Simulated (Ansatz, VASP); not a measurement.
**SiC in VASP and in Ansatz**

File POSCAR:

```
SiC
1.0
    3.0753564100      0.0000000000      0.0000000000
   -1.5376782050      2.7184678480      0.0000000000
    0.0000000000      0.0000000000      5.0481087359
Si C
2 2
Direct
    0.3334038428      0.6668076856      0.4991215363
    0.6665961572      0.3331923144      0.9991215363
    0.3348616427      0.6697232855      0.8758784637
    0.6651383573      0.3302767145      0.3758784637
```

Contents of INCAR.step1:

```
ALGO = Normal
EDIFF = 1E-5
ENCUT = 520
GGA = PE
ISIF = 2
ISMEAR = 0
LASPH = T
LCHARG = F
LREAL = F
LWAVE = T
NBANDS = 16
NELM = 80
PREC = Accurate
SIGMA = 0.01
```

The input INCAR.step2:

```
ALGO = Normal
EDIFF = 1E-7
ENCUT = 520
GGA = PE
HFSCREEN = 0.2079
ISIF = 2
ISMEAR = 0
ISTART = 1
LASPH = T
LCHARG = F
LHFCALC = T
LREAL = F
LWAVE = F
NBANDS = 16
NELM = 80
PREC = Accurate
PRECFOCK = Normal
SIGMA = 0.01
```

Contents of KPOINTS:

```
k-points
0
Gamma
  6 6 4
```

Input for Ansatz:

```yaml
crystal:
  lattice:
    - [3.07535641, 0.0, 0.0]
    - [-1.537678205, 2.718467848, 0.0]
    - [0.0, 0.0, 5.0481087359]
  atoms:
    - { symbol: Si, position: [0.3334038428, 0.6668076856, 0.4991215363] }
    - { symbol: Si, position: [0.6665961572, 0.3331923144, 0.9991215363] }
    - { symbol: C, position: [0.3348616427, 0.6697232855, 0.8758784637] }
    - { symbol: C, position: [0.6651383573, 0.3302767145, 0.3758784637] }
kpoints:
  mp_grid: { grid: [6, 6, 4] }
  band_path:
    path:
      - [0.0, 0.0, 0.0]
      - [0.5, 0.0, 0.0]
      - [0.3333333333, 0.3333333333, 0.0]
      - [0.0, 0.0, 0.5]
      - [0.5, 0.0, 0.5]
      - [0.3333333333, 0.3333333333, 0.5]
      - [0.338542, 0.330729, 0.0]
    npoints: 1
hamiltonian:
  xc: hse06
scf:
  occupations: { method: fixed }
  n_extra_bands: 5
output:
  forces: true
  stress: true
  eigenvalues: true
```

Change from the starting cell: uniaxial_y strain +2.1%.

Alike in both runs: task single point; functional HSE06; k mesh 6 × 6 × 4; no spin polarisation.

|  | VASP | Ansatz |
| --- | --- | --- |
| version | VASP 6.6.1 | Ansatz 0.2.0 |
| potentials or method | VASP PAW PBE potentials, release 64 (Si, C) | plane waves, PAW |
| plane-wave cutoff (eV) | 520 | 420 |
| occupations | gaussian, width 0.01 eV | fixed |
| valence electrons in the cell | 16 | 16 |

|  | VASP | Ansatz | Ansatz less VASP |
| --- | --- | --- | --- |
| gap on the k mesh at the Fermi level (eV) | 3.18 | 3.18 | -0.003 |
| pressure (GPa) | -6.0 | -5.7 | +0.34 |
| traceless stress, the component that is largest in VASP (GPa) | -5.90 | -5.86 | +0.042 |
| rms of the force components (eV/Å) | 0.012 | 0.014 | +0.0012 |

Atom by atom the forces differ by 0.001 eV/Å (rms over components). Ansatz's warnings: stress exchange threshold loose, stress scf threshold loose.
